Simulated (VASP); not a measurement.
**MnS: single point with PBE**

MnS:

```
Mn S
1.0
     0.00000    2.44133    2.44133
     2.44133    0.00000    2.44133
     2.44133    2.44133    0.00000
Mn S
1 1
Cartesian
  0.0000 0.0000 0.0000
  2.4413 2.4413 2.4413
```

```
Program                : VASP 6.6.1
Task                   : single point
Functional             : PBE
Potentials or basis    : VASP PAW PBE potentials, release 64 (Mn_pv, S)
Cutoff                 : 520 eV
k mesh                 : 14 × 14 × 14
Occupations            : gaussian, width 0.1 eV
Spin                   : collinear spin, ferromagnetic start
Starting moments       : [4.42, 0.14] μB
Dipole correction      : no
Further INCAR settings : ALGO = Normal; EDIFF = 1e-06; NBANDS = 20
```

- Pressure: 8.4 GPa
- Net moment: 3.98 μB per cell
- Site moments: Mn +3.70; S +0.05 μB
- Valence electrons inside the program's atomic spheres: Mn 11.54; S 3.76

Levels at points of the mesh, in eV from the Fermi level:
Spin up:
```csv
k point,band 9,band 10,band 11,band 12,band 13,band 14,band 15,band 16
"(0.00, 0.00, 0.00)",-3.27,-2.10,-2.10,-2.10,3.42,9.12,9.12,9.12
"(0.50, 0.00, 0.00)",-2.57,-2.09,1.26,1.26,2.98,5.60,5.60,11.12
"(0.50, 0.50, 0.00)",-2.88,-2.36,-2.36,-1.62,1.44,5.87,11.98,14.13
```
Spin down:
```
           k point  band 4  band 5  band 6  band 7  band 8  band 9  band 10  band 11
(0.00, 0.00, 0.00)  -15.77   -1.93   -1.93   -1.93   -0.37   -0.37    -0.37    -0.24
(0.50, 0.00, 0.00)  -13.94   -7.77   -4.28   -4.28    1.00    1.00     1.31     3.33
(0.50, 0.50, 0.00)  -13.78   -6.80   -3.84   -3.84   -1.86    0.34     1.33     1.33
```

It took 62 s on 1 thread of AMD EPYC 9R45 (Zen 5), with other jobs on the host, peak memory 0.2 GiB.

Caveat: the cell stands under pressure; a cell with one magnetic atom can't hold antiferromagnetic order, which such compounds often take; semilocal functionals often make such compounds metallic where correlation or magnetic order opens a gap, which also shifts bond lengths. With open d or f shells a metallic result of PBE can be an artefact of self-interaction; +U or a hybrid may open a gap.
